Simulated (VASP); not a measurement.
# Si2Mo (fluorite type) (Fm-3m) in VASP: further runs

Si2Mo (fluorite type) is run at these levels: PBE; tasks: single point, relaxation of cell and atoms.

All numbers are computed with VASP 6.6.1; they aren't measurements. Logs are shortened: lines on timing, memory, paths and dates and some standing lists are left out, and cuts for length are marked.

### Step 1. The cell of the first run

The structure is cubic, space group Fm-3m (No. 225). Conventional cell: a = 5.288 Å, b = 5.288 Å, c = 5.288 Å, α = 90.00°, β = 90.00°, γ = 90.00°. Mo (site symmetry m-3m) has 8 Si at 2.29 Å within 3.0 Å. Within 3.0 Å of Si (site symmetry -43m) lie 4 Mo at 2.29 Å and 6 Si at 2.64 Å.

### Step 2. Single point, PBE

INCAR reads:

```
SYSTEM = Si2Mo
ALGO = Normal ; EDIFF = 1E-6
ENCUT = 520 ; GGA = PE
ISIF = 2 ; ISMEAR = -1
LASPH = .True. ; LCHARG = .False.
LREAL = .False. ; LWAVE = .False.
NBANDS = 18 ; NELM = 80
PREC = Accurate ; SIGMA = 0.1
```

KPOINTS reads:

```
k-points
0
Gamma
  10 10 10
  0 0 0
```

POSCAR reads:

```
Si2Mo
1.0
    0.0000000000      2.6439504585      2.6439504585
    2.6439504585      0.0000000000      2.6439504585
    2.6439504585      2.6439504585      0.0000000000
Mo Si
1 2
Direct
    0.0000000000      0.0000000000      0.0000000000
    0.2500000000      0.2500000000      0.2500000000
    0.7500000000      0.7500000000      0.7500000000
```

Potentials or basis: VASP PAW PBE potentials, release 64 (Mo_sv, Si).

The run is started by

```sh
$ cat potpaw_PBE.64/Mo_sv/POTCAR potpaw_PBE.64/Si/POTCAR > POTCAR
$ mpirun -np 1 vasp_std > vasp.out
```

OUTCAR:

```text
SYSTEM = Si2Mo
   EDIFF = 1E-6
   ENCUT = 520
   GGA = PE
   ISIF = 2
   ISMEAR = -1
   LASPH = .True.
   LREAL = .False.
   NELM = 80
   PREC = Accurate

 ion  position               nearest neighbor table
   1  0.000  0.000  0.000-   3 2.29   3 2.29   3 2.29   2 2.29   3 2.29   2 2.29   2 2.29   2 2.29

   2  0.250  0.250  0.250-   1 2.29   1 2.29   1 2.29   1 2.29   3 2.64   3 2.64   3 2.64   3 2.64
                             3 2.64   3 2.64
   3  0.750  0.750  0.750-   1 2.29   1 2.29   1 2.29   1 2.29   2 2.64   2 2.64   2 2.64   2 2.64
                             2 2.64   2 2.64

  LATTYP: Found a face centered cubic cell.
 ALAT       =     5.2879009170

  Lattice vectors:

 A1 = (   0.0000000000,   2.6439504585,   2.6439504585)
 A2 = (   2.6439504585,   0.0000000000,   2.6439504585)
 A3 = (   2.6439504585,   2.6439504585,   0.0000000000)

Analysis of symmetry for initial positions (statically):
=====================================================================
 Subroutine PRICEL returns:
 Original cell was already a primitive cell.

 Routine SETGRP: Setting up the symmetry group for a
 face centered cubic supercell.

 Subroutine GETGRP returns: Found 48 space group operations
 (whereof 48 operations were pure point group operations)
 out of a pool of 48 trial point group operations.

The static configuration has the point symmetry O_h .

Analysis of symmetry for dynamics (positions and initial velocities):
=====================================================================
 Subroutine PRICEL returns:
 Original cell was already a primitive cell.

 Routine SETGRP: Setting up the symmetry group for a
 face centered cubic supercell.

 Subroutine GETGRP returns: Found 48 space group operations
 (whereof 48 operations were pure point group operations)
 out of a pool of 48 trial point group operations.

The dynamic configuration has the point symmetry O_h .

 Subroutine INISYM returns: Found 48 space group operations
 (whereof 48 operations are pure point group operations),
 and found     1 'primitive' translations

----------------------------------------------------------------------------------------

                                     Primitive cell

  volume of cell :      36.9649

  direct lattice vectors                    reciprocal lattice vectors
     0.000000000  2.643950458  2.643950458    -0.189110956  0.189110956  0.189110956
     2.643950458  0.000000000  2.643950458     0.189110956 -0.189110956  0.189110956
     2.643950458  2.643950458  0.000000000     0.189110956  0.189110956 -0.189110956

  length of vectors
     3.739110597  3.739110597  3.739110597     0.327549785  0.327549785  0.327549785

  position of ions in fractional coordinates (direct lattice)
     0.000000000  0.000000000  0.000000000
     0.250000000  0.250000000  0.250000000
     0.750000000  0.750000000  0.750000000

  ion indices of the primitive-cell ions
   primitive index   ion index
                 1           1
                 2           2
                 3           3

----------------------------------------------------------------------------------------

 KPOINTS: k-points

Automatic generation of k-mesh.
 Grid dimensions read from file:
 generate k-points for:   10   10   10

 Generating k-lattice:

  Cartesian coordinates                     Fractional coordinates (reciprocal lattice)
    -0.018911096  0.018911096  0.018911096     0.100000000  0.000000000  0.000000000
     0.018911096 -0.018911096  0.018911096     0.000000000  0.100000000  0.000000000
     0.018911096  0.018911096 -0.018911096     0.000000000  0.000000000  0.100000000

  Length of vectors
     0.032754978  0.032754978  0.032754978

  Shift w.r.t. Gamma in fractional coordinates (k-lattice)
     0.000000000  0.000000000  0.000000000

 Subroutine IBZKPT returns following result:
 ===========================================

 Found     47 irreducible k-points:

 Following reciprocal coordinates:
            Coordinates               Weight
  0.000000  0.000000  0.000000      1.000000
  0.100000  0.000000  0.000000      8.000000
  0.200000  0.000000  0.000000      8.000000
  0.300000  0.000000  0.000000      8.000000
  0.400000  0.000000  0.000000      8.000000
  0.500000  0.000000  0.000000      4.000000
[... 16 lines left out ...]
  0.300000  0.300000  0.000000      6.000000
  0.400000  0.300000  0.000000     24.000000
 [... further k-points ...]
   k-points           NKPTS =     47   k-points in BZ     NKDIM =     47   number of bands    NBANDS=     18
   number of dos      NEDOS =    301   number of ions     NIONS =      3
   total plane-waves  NPLWV =  21952
   dimension x,y,z NGX =    28 NGY =   28 NGZ =   28
   dimension x,y,z NGXF=    56 NGYF=   56 NGZF=   56
   ions per type =               1   2
   NGX,Y,Z   is equivalent  to a cutoff of  12.45, 12.45, 12.45 a.u.
   NGXF,Y,Z  is equivalent  to a cutoff of  24.90, 24.90, 24.90 a.u.
 SYSTEM =  Si2Mo
   PREC   = accura    normal or accurate (medium, high low for compatibility)
   ISTART =      0    job   : 0-new  1-cont  2-samecut
   ICHARG =      2    charge: 1-file 2-atom 10-const
   ISPIN  =      1    spin polarized calculation?
   LNONCOLLINEAR =      F non collinear calculations
   LSORBIT =      F    spin-orbit coupling
   LASPH  =      T    aspherical Exc in radial PAW
   ENCUT  =  520.0 eV  38.22 Ry    6.18 a.u.   6.95  6.95  6.95*2*pi/ulx,y,z
   NELM   =     80;   NELMIN=  2; NELMDL= -5     # of ELM steps
   EDIFF  = 0.1E-05   stopping-criterion for ELM
   LREAL  =      F    real-space projection
   EDIFFG = 0.1E-04   stopping-criterion for IOM
   NSW    =      0    number of steps for IOM
   IBRION =     -1    ionic relax: 0-MD 1-quasi-New 2-CG
   NFREE  =      0    steps in history (QN), initial steepest desc. (CG)
   ISIF   =      2    stress and relaxation
   ISYM   =      2    0-nonsym 1-usesym 2-fastsym
   POTIM  = 0.5000    time-step for ionic-motion
   TEBEG  =    0.0;   TEEND  =   0.0 temperature during run
   PSTRESS=    0.0 pullay stress
   NELECT =      22.0000    total number of electrons
   NUPDOWN=      -1.0000    fix difference up-down
   EMIN   =  10.00;   EMAX   =-10.00  energy-range for DOS
   EFERMI =   0.00;   METHOD = LEGACY
   ISMEAR =    -1;   SIGMA  =   0.10  broadening in eV -4-tet -1-fermi 0-gaus
   EFERMI_NEDOS =   21; number of points for ismear=-14 and -15
   IALGO  =     38    algorithm
   IMIX   =      4    mixing-type and parameters
     AMIX     =   0.40;   BMIX     =  1.00
     AMIX_MAG =   1.60;   BMIX_MAG =  1.00
  volume/ion in A,a.u.               =      12.32        83.15
  Fermi-wavevector in a.u.,A,eV,Ry     =   1.377059  2.602263 25.800596  1.896290
  Thomas-Fermi vector in A             =   2.502247
   LORBIT       =      0    0 simple, 1 ext, 2 COOP (PROOUT), +10 PAW based schemes
   GGA     = PE    functional components
   LHFCALC =     F    Hartree Fock is set to
   AEXX    =    0.0000 exact exchange contribution
   IVDW    =     0    specifies the selected vdW correction
   LEPSILON=     F    determine dielectric tensor
   LRPA    =     F    only Hartree local field effects (RPA)
 non-spin polarized calculation
  energy-cutoff  :      520.00
  volume of cell :       36.96
 maximum number of plane-waves:      1010
   NGX = 13   NGY = 13   NGZ = 13

 number of electron      21.9999997 magnetization

 Free energy of the ion-electron system (eV)
  ---------------------------------------------------
  ext. energy  EPLUGINS =         0.00000000
  ---------------------------------------------------
  free energy    TOTEN  =       -18.39240758 eV

  energy without entropy =      -18.34356179  energy(sigma->0) =      -18.36798469

 E-fermi :  13.4150     XC(G=0): -12.5892

 val. band max:       13.4149542635   @ k =   0.4000   0.3000   0.0000
 cond. band min:      13.4176739605   @ k =  -0.4000   0.4000   0.2000
 fundamental gap:      0.0027196971
 Fermi energy:        13.4150294465

 k-point     1 :       0.0000    0.0000    0.0000
  band No.  band energies     occupation
      1     -46.5145      2.00000
      2     -20.9570      2.00000
      3     -20.9570      2.00000
      4     -20.9570      2.00000
      5      -0.2279      2.00000
      6       7.3866      2.00000
[... 10 lines left out ...]
     17      19.9964      0.00000
     18      22.1996      0.00000

 k-point     2 :       0.1000    0.0000    0.0000
  band No.  band energies     occupation
      1     -46.5136      2.00000
      2     -20.9726      2.00000
      3     -20.9592      2.00000
      4     -20.9592      2.00000
      5      -0.0418      2.00000
      6       7.0418      2.00000
[... 10 lines left out ...]
     17      19.3093      0.00000
     18      22.5196      0.00000

 k-point     3 :       0.2000    0.0000    0.0000
  band No.  band energies     occupation
      1     -46.5111      2.00000
      2     -21.0130      2.00000
      3     -20.9650      2.00000
      4     -20.9650      2.00000
      5       0.4910      2.00000
      6       6.2987      2.00000
[... 10 lines left out ...]
     17      18.8872      0.00000
     18      23.0433      0.00000

 k-point     4 :       0.3000    0.0000    0.0000
  band No.  band energies     occupation
      1     -46.5081      2.00000
      2     -21.0623      2.00000
      3     -20.9721      2.00000
      4     -20.9721      2.00000
      5       1.2883      2.00000
      6       5.4999      2.00000
[... 375 lines left out ...]
      4     -20.9718      2.00000
      5       1.5880      2.00000
      6       5.5044      2.00000
[... 10 lines left out ...]
     17      20.8171      0.00000
     18      21.7858      0.00000

 k-point    23 :       0.3000    0.3000    0.0000
  band No.  band energies     occupation
      1     -46.5060      2.00000
      2     -21.0615      2.00000
      3     -20.9945      2.00000
      4     -20.9945      2.00000
      5       1.8813      2.00000
      6       5.4116      2.00000
[... 10 lines left out ...]
     17      20.2111      0.00000
     18      21.7713      0.00000

 k-point    24 :       0.4000    0.3000    0.0000
  band No.  band energies     occupation
      1     -46.5040      2.00000
      2     -21.0832      2.00000
      3     -21.0063      2.00000
      4     -21.0011      2.00000
      5       2.6467      2.00000
      6       5.0865      2.00000
[... 10 lines left out ...]
     17      21.5145      0.00000
     18      22.1564      0.00000

 [... further k-points ...]
[... 5 lines left out ...]
  --------------------------------------------------------------------------------------
  -------------------------------------------------------------------------------------
  Total       17.3975765     17.3975765     17.3975765      0.0000000      0.0000000      0.0000000
  in kB      754.0660730    754.0660730    754.0660730      0.0000000      0.0000000      0.0000000
  external PRESSURE =     754.0660730 kB  Pullay stress =       0.0000000 kB

 VOLUME and BASIS-vectors are now :
 -----------------------------------------------------------------------------
  energy-cutoff  :      520.00
  volume of cell :       36.96
      direct lattice vectors                 reciprocal lattice vectors
     0.000000000  2.643950458  2.643950458    -0.189110956  0.189110956  0.189110956
     2.643950458  0.000000000  2.643950458     0.189110956 -0.189110956  0.189110956
     2.643950458  2.643950458  0.000000000     0.189110956  0.189110956 -0.189110956

 POSITION                                       TOTAL-FORCE (eV/Angst)
 -----------------------------------------------------------------------------------
      0.00000      0.00000      0.00000        -0.000000     -0.000000     -0.000000
      1.32198      1.32198      1.32198        -0.000000     -0.000000     -0.000000
      3.96593      3.96593      3.96593         0.000000      0.000000      0.000000
 -----------------------------------------------------------------------------------
    total drift:                               -0.000000     -0.000000      0.000000

  FREE ENERGIE OF THE ION-ELECTRON SYSTEM (eV)
  ---------------------------------------------------
  free  energy   TOTEN  =       -18.3924075847 eV

  energy  without entropy=      -18.3435617854  energy(sigma->0) =      -18.36798469
```

Run time: 34 s. Hardware: 1 thread of Intel Xeon 8259CL, shared host; peak memory 0.17 GiB.

Results:

```yaml
Free_energy: -18.3924 eV
Pressure: 75.4 GPa
Band_gap_on_the_k_mesh: zero (bands 11 and 12 overlap by 2.82 eV)
```

Caveat: the cell stands under pressure.

(Continued in part 2 of 2.)
